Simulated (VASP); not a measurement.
# TaN (Pm) in VASP: notebook

The runs below take TaN through single point, with PBEsol.

Program: VASP 6.6.1. These are calculated values, not measurements. Logs are shortened: lines on timing, memory, paths and dates and some standing lists are left out, and cuts for length are marked.

## Step 1: The cell of the first run

The structure is monoclinic, space group Pm (No. 6). The conventional cell has a = 2.924 Å, b = 2.870 Å, c = 10.540 Å, α = 90.00°, β = 92.65°, γ = 90.00°. Ta (site symmetry m) has 6 N at 2.22 to 2.58 Å and 7 Ta at 2.87 to 3.09 Å within 3.1 Å. Within 3.1 Å of Ta (site symmetry m) lie 6 N at 2.22 Å and 7 Ta at 2.87 to 3.09 Å. Ta (site symmetry m) has 6 N at 2.22 Å and 8 Ta at 2.87 to 2.92 Å within 3.0 Å. Ta (site symmetry m) has 6 N at 2.22 Å and 8 Ta at 2.87 to 2.92 Å within 3.0 Å. N (site symmetry m) has 6 Ta at 2.22 to 2.58 Å and 7 N at 2.87 to 3.09 Å within 3.1 Å. Within 3.0 Å of N (site symmetry m) lie 6 Ta at 2.22 Å and 8 N at 2.87 to 2.92 Å. Within 3.0 Å of N (site symmetry m) lie 6 Ta at 2.22 Å and 8 N at 2.87 to 2.92 Å. N (site symmetry m) has 6 Ta at 2.22 Å and 7 N at 2.87 to 3.09 Å within 3.1 Å.

## Step 2: Single point, PBEsol (the part above a cut slid along it)

Input file INCAR:

```
PREC     = Accurate       # precision mode
ENCUT    = 520            # plane-wave cutoff, eV
EDIFF    = 1E-6           # SCF threshold, eV
ISMEAR   = 0              # smearing method
SIGMA    = 0.15           # smearing width, eV
LREAL    = F              # projectors in reciprocal space
LASPH    = T              # aspherical terms in the spheres
NELM     = 100            # most SCF steps
ALGO     = Normal         # electronic algorithm
ISIF     = 2              # what is computed and relaxed
LWAVE    = F              # write WAVECAR
LCHARG   = T              # write CHGCAR
GGA      = PS             # functional
LELF     = T              # ELF
LVHAR    = T            
NBANDS   = 42             # bands
```

Input file KPOINTS:

```
Automatic mesh
0
Gamma
  15 15 5
```

Input file POSCAR:

```
TaN
1.0
    1.4619341542     -2.5321442324      0.0000000000
    0.0000000000      0.0000000000     -2.8704762697
    9.3616707793      4.8422644262      0.0000000000
Ta N
4 4
Direct
    0.3530238587      0.5000000000      0.8818568477
   -0.0267251212      0.5000000000      0.1603507269
    0.4331912055      0.5000000000      0.4008527672
   -0.1068924679      0.5000000000      0.6413548074
    0.4866361033      0.0000000000      0.0801833802
   -0.0534475701      0.0000000000      0.3206854205
    0.4064687566      0.0000000000      0.5611874607
   -0.1336149168      0.0000000000      0.8016895009
```

Potentials or basis: VASP PAW PBE potentials, release 64 (Ta_pv, N).

Run with:

```console
$ cat potpaw_PBE.64/Ta_pv/POTCAR potpaw_PBE.64/N/POTCAR > POTCAR
$ mpirun -np 1 vasp_std > vasp.out
```

OUTCAR:

```text
PREC = Accurate
   ENCUT = 520
   EDIFF = 1E-6
   ISMEAR = 0
   LREAL = F
   LASPH = T
   NELM = 100
   ISIF = 2
   GGA = PS

 ion  position               nearest neighbor table
   1  0.353  0.500  0.882-   8 2.22   8 2.22   8 2.22   8 2.22   5 2.58   5 2.58   4 2.92   4 2.92
                             2 3.09   2 3.52
   2  0.973  0.500  0.160-   5 2.22   5 2.22   5 2.22   5 2.22   6 2.22   6 2.22   3 2.92   3 2.92
                             1 3.09   1 3.52
   3  0.433  0.500  0.401-   6 2.22   6 2.22   6 2.22   6 2.22   7 2.22   7 2.22   4 2.92   4 2.92
                             2 2.92   2 2.92
   4  0.893  0.500  0.641-   7 2.22   7 2.22   7 2.22   7 2.22   8 2.22   8 2.22   3 2.92   3 2.92
                             1 2.92   1 2.92
   5  0.487  0.000  0.080-   2 2.22   2 2.22   2 2.22   2 2.22   1 2.58   1 2.58
   6  0.947  0.000  0.321-   3 2.22   3 2.22   3 2.22   3 2.22   2 2.22   2 2.22
   7  0.406  0.000  0.561-   4 2.22   4 2.22   4 2.22   4 2.22   3 2.22   3 2.22
   8  0.866  0.000  0.802-   4 2.22   4 2.22   1 2.22   1 2.22   1 2.22   1 2.22

  LATTYP: Found a simple monoclinic cell.
 ALAT       =     2.9238683084
 B/A-ratio  =     0.9817392464
 C/A-ratio  =     3.6047616720
 COS(beta)  =    -0.0462351417

  Lattice vectors:

 A1 = (   1.4619341542,  -2.5321442324,   0.0000000000)
 A2 = (   0.0000000000,   0.0000000000,   2.8704762697)
 A3 = (  -9.3616707793,  -4.8422644262,   0.0000000000)

Analysis of symmetry for initial positions (statically):
=====================================================================
 Subroutine PRICEL returns:
 Original cell was already a primitive cell.

 Routine SETGRP: Setting up the symmetry group for a
 simple monoclinic supercell.

 Subroutine GETGRP returns: Found  2 space group operations
 (whereof  2 operations were pure point group operations)
 out of a pool of  4 trial point group operations.

The static configuration has the point symmetry C_1h.

Analysis of symmetry for dynamics (positions and initial velocities):
=====================================================================
 Subroutine PRICEL returns:
 Original cell was already a primitive cell.

 Routine SETGRP: Setting up the symmetry group for a
 simple monoclinic supercell.

 Subroutine GETGRP returns: Found  2 space group operations
 (whereof  2 operations were pure point group operations)
 out of a pool of  4 trial point group operations.

The dynamic configuration has the point symmetry C_1h.

 Subroutine INISYM returns: Found  2 space group operations
 (whereof  2 operations are pure point group operations),
 and found     1 'primitive' translations

----------------------------------------------------------------------------------------

                                     Primitive cell

  volume of cell :      88.3652

  direct lattice vectors                    reciprocal lattice vectors
     1.461934154 -2.532144232  0.000000000     0.157297210 -0.304106625  0.000000000
     0.000000000  0.000000000 -2.870476270     0.000000000  0.000000000 -0.348374244
     9.361670779  4.842264426  0.000000000     0.082254744  0.047489799  0.000000000

  length of vectors
     2.923868308  2.870476270 10.539848412     0.342378813  0.348374244  0.094979598

  position of ions in fractional coordinates (direct lattice)
     0.353023859  0.500000000  0.881856848
     0.973274879  0.500000000  0.160350727
     0.433191206  0.500000000  0.400852767
     0.893107532  0.500000000  0.641354807
     0.486636103  0.000000000  0.080183380
     0.946552430  0.000000000  0.320685420
     0.406468757  0.000000000  0.561187461
     0.866385083  0.000000000  0.801689501

  ion indices of the primitive-cell ions
   primitive index   ion index
                 1           1
                 2           2
                 3           3
                 4           4
                 5           5
                 6           6
                 7           7
                 8           8

----------------------------------------------------------------------------------------

 KPOINTS: Automatic mesh

Automatic generation of k-mesh.
 Grid dimensions read from file:
 generate k-points for:   15   15    5

 Generating k-lattice:

  Cartesian coordinates                     Fractional coordinates (reciprocal lattice)
     0.010486481 -0.020273775  0.000000000     0.066666667  0.000000000 -0.000000000
     0.000000000  0.000000000 -0.023224950     0.000000000  0.066666667  0.000000000
     0.016450949  0.009497960  0.000000000     0.000000000  0.000000000  0.200000000

  Length of vectors
     0.022825254  0.023224950  0.018995920

  Shift w.r.t. Gamma in fractional coordinates (k-lattice)
     0.000000000  0.000000000  0.000000000

 Subroutine IBZKPT returns following result:
 ===========================================

 Found    304 irreducible k-points:

 Following reciprocal coordinates:
            Coordinates               Weight
  0.000000  0.000000  0.000000      1.000000
  0.066667  0.000000  0.000000      2.000000
  0.133333  0.000000  0.000000      2.000000
  0.200000  0.000000 -0.000000      2.000000
  0.266667  0.000000  0.000000      2.000000
  0.333333  0.000000  0.000000      2.000000
[... 16 lines left out ...]
  0.400000  0.133333  0.000000      4.000000
  0.466667  0.133333  0.000000      4.000000
 [... further k-points ...]
   k-points           NKPTS =    304   k-points in BZ     NKDIM =    304   number of bands    NBANDS=     42
   number of dos      NEDOS =    301   number of ions     NIONS =      8
   total plane-waves  NPLWV =  46080
   dimension x,y,z NGX =    24 NGY =   24 NGZ =   80
   dimension x,y,z NGXF=    48 NGYF=   48 NGZF=  160
   ions per type =               4   4
   NGX,Y,Z   is equivalent  to a cutoff of  13.65, 13.90, 12.62 a.u.
   NGXF,Y,Z  is equivalent  to a cutoff of  27.29, 27.80, 25.24 a.u.
 SYSTEM =  unknown system
   PREC   = accura    normal or accurate (medium, high low for compatibility)
   ISTART =      0    job   : 0-new  1-cont  2-samecut
   ICHARG =      2    charge: 1-file 2-atom 10-const
   ISPIN  =      1    spin polarized calculation?
   LNONCOLLINEAR =      F non collinear calculations
   LSORBIT =      F    spin-orbit coupling
   LASPH  =      T    aspherical Exc in radial PAW
   ENCUT  =  520.0 eV  38.22 Ry    6.18 a.u.   5.44  5.34 19.60*2*pi/ulx,y,z
   NELM   =    100;   NELMIN=  2; NELMDL= -5     # of ELM steps
   EDIFF  = 0.1E-05   stopping-criterion for ELM
   LREAL  =      F    real-space projection
   EDIFFG = 0.1E-04   stopping-criterion for IOM
   NSW    =      0    number of steps for IOM
   IBRION =     -1    ionic relax: 0-MD 1-quasi-New 2-CG
   NFREE  =      0    steps in history (QN), initial steepest desc. (CG)
   ISIF   =      2    stress and relaxation
   ISYM   =      2    0-nonsym 1-usesym 2-fastsym
   POTIM  = 0.5000    time-step for ionic-motion
   TEBEG  =    0.0;   TEEND  =   0.0 temperature during run
   PSTRESS=    0.0 pullay stress
   NELECT =      64.0000    total number of electrons
   NUPDOWN=      -1.0000    fix difference up-down
   EMIN   =  10.00;   EMAX   =-10.00  energy-range for DOS
   EFERMI =   0.00;   METHOD = LEGACY
   ISMEAR =     0;   SIGMA  =   0.15  broadening in eV -4-tet -1-fermi 0-gaus
   EFERMI_NEDOS =   21; number of points for ismear=-14 and -15
   IALGO  =     38    algorithm
   IMIX   =      4    mixing-type and parameters
     AMIX     =   0.40;   BMIX     =  1.00
     AMIX_MAG =   1.60;   BMIX_MAG =  1.00
  volume/ion in A,a.u.               =      11.05        74.54
  Fermi-wavevector in a.u.,A,eV,Ry     =   1.470193  2.778262 29.408549  2.161467
  Thomas-Fermi vector in A             =   2.585479
   LORBIT       =      0    0 simple, 1 ext, 2 COOP (PROOUT), +10 PAW based schemes
   GGA     = PS    functional components
   LHFCALC =     F    Hartree Fock is set to
   AEXX    =    0.0000 exact exchange contribution
   IVDW    =     0    specifies the selected vdW correction
   LEPSILON=     F    determine dielectric tensor
   LRPA    =     F    only Hartree local field effects (RPA)
 non-spin polarized calculation
 Gauss-broadening in eV      SIGMA  =   0.15
  energy-cutoff  :      520.00
  volume of cell :       88.37
 maximum number of plane-waves:      2409
 NGX is ok and might be reduce to    24
   NGX = 11   NGY = 11   NGZ = 39

 number of electron      63.9999998 magnetization

 Free energy of the ion-electron system (eV)
  ---------------------------------------------------
  ext. energy  EPLUGINS =         0.00000000
  ---------------------------------------------------
  free energy    TOTEN  =       -93.98955714 eV

  energy without entropy =      -93.98029453  energy(sigma->0) =      -93.98492583

 E-fermi :   7.9533     XC(G=0): -13.3491

 val. band max:        7.9504059606   @ k =   0.0667   0.3333   0.0000
 cond. band min:       7.9564958325   @ k =  -0.4667   0.4000   0.2000
 fundamental gap:      0.0060898719
 Fermi energy:         7.9533349486

 k-point     1 :       0.0000    0.0000    0.0000
  band No.  band energies     occupation
      1     -27.7324      2.00000
      2     -27.3537      2.00000
      3     -27.1899      2.00000
      4     -27.0904      2.00000
      5     -26.9856      2.00000
      6     -26.9444      2.00000
[... 34 lines left out ...]
     41      11.6098      0.00000
     42      11.6715      0.00000

 k-point     2 :       0.0667    0.0000    0.0000
  band No.  band energies     occupation
      1     -27.7206      2.00000
      2     -27.3554      2.00000
      3     -27.2010      2.00000
      4     -27.0867      2.00000
      5     -27.0104      2.00000
      6     -26.9412      2.00000
[... 34 lines left out ...]
     41      11.5636      0.00000
     42      11.8030      0.00000

 k-point     3 :       0.1333    0.0000    0.0000
  band No.  band energies     occupation
      1     -27.6871      2.00000
      2     -27.3660      2.00000
      3     -27.2440      2.00000
      4     -27.0763      2.00000
      5     -27.0742      2.00000
      6     -26.9728      2.00000
[... 897 lines left out ...]
      4     -27.3726      2.00000
      5     -27.3025      2.00000
      6     -27.1543      2.00000
[... 34 lines left out ...]
     41      11.6418      0.00000
     42      12.0834      0.00000

 k-point    24 :       0.4667    0.1333    0.0000
  band No.  band energies     occupation
      1     -27.7541      2.00000
      2     -27.7346      2.00000
      3     -27.5464      2.00000
      4     -27.4273      2.00000
      5     -27.2511      2.00000
      6     -27.1456      2.00000
[... 34 lines left out ...]
     41      11.9583      0.00000
     42      12.3679      0.00000

 [... further k-points ...]
[... 5 lines left out ...]
  --------------------------------------------------------------------------------------
  -------------------------------------------------------------------------------------
  Total       -8.6602096     -1.0592021     -1.2444223      0.1729148      0.0000000      0.0000000
  in kB     -157.0209295    -19.2047200    -22.5630045      3.1351715      0.0000000      0.0000000
  external PRESSURE =     -66.2628846 kB  Pullay stress =       0.0000000 kB

 VOLUME and BASIS-vectors are now :
 -----------------------------------------------------------------------------
  energy-cutoff  :      520.00
  volume of cell :       88.37
      direct lattice vectors                 reciprocal lattice vectors
     1.461934154 -2.532144232  0.000000000     0.157297210 -0.304106625  0.000000000
     0.000000000  0.000000000 -2.870476270     0.000000000  0.000000000 -0.348374244
     9.361670779  4.842264426  0.000000000     0.082254744  0.047489799  0.000000000

 POSITION                                       TOTAL-FORCE (eV/Angst)
 -----------------------------------------------------------------------------------
      8.77175      3.37628     -1.43524         2.638728     -0.252980      0.000000
      2.92401     -1.68801     -1.43524        -1.969270     -0.667846      0.000000
      4.38595      0.84413     -1.43524        -0.066467     -0.025273      0.000000
      7.30982      0.84413     -1.43524         0.083290      0.130548      0.000000
      1.46208     -0.84396      0.00000        -1.062651      0.768132      0.000000
      4.38595     -0.84396      0.00000        -0.050008     -0.062946      0.000000
      5.84788      1.68818      0.00000         0.055911      0.029461      0.000000
      8.77175      1.68818      0.00000         0.370466      0.080905      0.000000
 -----------------------------------------------------------------------------------
    total drift:                                0.000884     -0.000600     -0.000000

  FREE ENERGIE OF THE ION-ELECTRON SYSTEM (eV)
  ---------------------------------------------------
  free  energy   TOTEN  =       -93.9895571395 eV

  energy  without entropy=      -93.9802945301  energy(sigma->0) =      -93.98492583
```

It took 8.5 min on 1 thread of Intel Xeon 6975P-C (Granite Rapids), shared host; peak memory 0.83 GiB.

Results:

```yaml
Free_energy: -93.9896 eV
Pressure: -6.6 GPa
Largest_force: 2.651 eV/Å
Band_gap_on_the_k_mesh: zero (bands 32 and 33 overlap by 0.26 eV)
```

Forces on the atoms (eV/Å):
```
Ta   2.639 -0.253  0.000
Ta  -1.969 -0.668  0.000
Ta  -0.066 -0.025  0.000
Ta   0.083  0.131  0.000
N   -1.063  0.768  0.000
N   -0.050 -0.063  0.000
N    0.056  0.029  0.000
N    0.370  0.081  0.000
```

Stress tensor (GPa, compression positive):
```
-15.70   0.31   0.00
  0.31  -1.92   0.00
  0.00   0.00  -2.26
```

Levels at points of the mesh, in eV from the Fermi level:
| k point | band 30 | band 31 | band 32 | band 33 | band 34 | band 35 |
| --- | --- | --- | --- | --- | --- | --- |
| (0.00, 0.00, 0.00) | -3.25 | -2.74 | -2.58 | 1.26 | 1.91 | 2.39 |

Caveat: the cell differs from its parent crystal (the part above a cut slid along it); the stress differs along the axes, from -16 to -2 GPa; the PAW data sets were made with another functional, which shifts forces and pressure a little; spin-orbit coupling is left out, which moves the levels of the heavy elements.

## Step 3: Single point, PBEsol (the part above a cut slid along it)

Input file INCAR:

```
SYSTEM = TaN
PREC = Accurate ; ENCUT = 520
EDIFF = 1E-6 ; ISMEAR = 0
SIGMA = 0.15 ; LREAL = .FALSE.
LASPH = .TRUE. ; NELM = 100
ALGO = Fast ; ISIF = 2
LWAVE = .FALSE. ; LCHARG = .TRUE.
GGA = PS ; LELF = .TRUE.
LVHAR = .TRUE. ; NBANDS = 42
```

Input file KPOINTS:

```
Automatic mesh
0
G
  15 15 5
  0 0 0
```

Input file POSCAR:

```
TaN
1.0
    1.4619341542     -2.5321442324      0.0000000000
    0.0000000000      0.0000000000     -2.8704762697
   11.1641721985      5.3202403874      0.0000000000
Ta N
4 4
Direct
    0.2489654128      0.5000000000      0.7531037616
   -0.0456463865      0.5000000000      0.1369391596
    0.3858908799      0.5000000000      0.3423273603
   -0.1825718537      0.5000000000      0.5477155610
    0.4771745246      0.0000000000      0.0684764261
   -0.0912882089      0.0000000000      0.2738646268
    0.3402490575      0.0000000000      0.4792528274
   -0.2282136760      0.0000000000      0.6846410281
```

Potentials or basis: VASP PAW PBE potentials, release 64 (Ta_pv, N).

Run with:

```console
$ cat potpaw_PBE.64/Ta_pv/POTCAR potpaw_PBE.64/N/POTCAR > POTCAR
$ mpirun -np 1 vasp_std > vasp.out
```

It took 44 min on 1 thread of Oxide Virtual Turin-like, shared host; peak memory 0.92 GiB.

The run converged. Its results:

- Free energy: -91.7429 eV
- Pressure: -7.7 GPa
- Largest force: 3.195 eV/Å
- Band gap on the k mesh: zero (bands 32 and 33 overlap by 2.30 eV)

Forces on the atoms (eV/Å):
```
Ta   0.121  0.055  0.000
Ta  -2.753 -1.621  0.000
Ta   0.025  0.025  0.000
Ta   0.268  0.158  0.000
N    2.354  1.415  0.000
N    0.030  0.018  0.000
N    0.091  0.052  0.000
N   -0.136 -0.103  0.000
```

Stress tensor (GPa, compression positive):
```
-4.45  4.13  0.00
 4.13 -8.83  0.00
 0.00  0.00 -9.83
```

Levels at points of the mesh, in eV from the Fermi level:
| k point | band 29 | band 30 | band 31 | band 32 | band 33 | band 34 | band 35 | band 36 |
| --- | --- | --- | --- | --- | --- | --- | --- | --- |
| (0.00, 0.00, 0.00) | -2.96 | -2.46 | -1.30 | -0.89 | -0.84 | 3.07 | 3.09 | 3.41 |

Caveat: the cell differs from its parent crystal (the part above a cut slid along it); the stress differs along the axes, from -10 to -4 GPa; the PAW data sets were made with another functional, which shifts forces and pressure a little; spin-orbit coupling is left out, which moves the levels of the heavy elements.
